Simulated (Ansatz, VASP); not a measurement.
## MgSi3N in VASP and in Ansatz

```xyz
5
Lattice="2.3247 -4.1265 0.0000 2.3247 4.1265 0.0000 0.0000 0.0000 5.1690" Properties=species:S:1:pos:R:3 pbc="T T T"
Mg    0.0000    0.0000    2.5845
Si    2.3247   -1.7323    0.0000
Si    2.3247    1.7323    0.0000
Si    0.0000    0.0000    0.0000
N     2.3247    0.0000    0.0000
```

Alike in both runs: functional PBE; k mesh 10 × 10 × 8; occupations gaussian, width 0.1 eV; no spin polarisation.

Ansatz relaxed the structure, and its values are those at the end. VASP's run is a single point on that final structure, the one shown.

|  | VASP | Ansatz |
| --- | --- | --- |
| version | VASP 6.6.1 | Ansatz 0.2.0 |
| potentials or method | VASP PAW PBE potentials, release 64 (Mg, Si, N), cutoff 520 eV | scalar-relativistic, plane waves, PAW |
| valence electrons in the cell | 19 | 27 |

```tsv
	VASP	Ansatz	Ansatz less VASP
gap on the k mesh at the Fermi level (eV)	none	none	-
pressure (GPa)	-0.1	0.0	+0.08
rms of the force components (eV/Å)	0.001	0.003	+0.0021
```

A gap of «none» marks a metal or a gap that the smearing closes. VASP's potentials hold 19 valence electrons a cell and Ansatz's 27, so a difference there can come from the potentials and not from the codes.
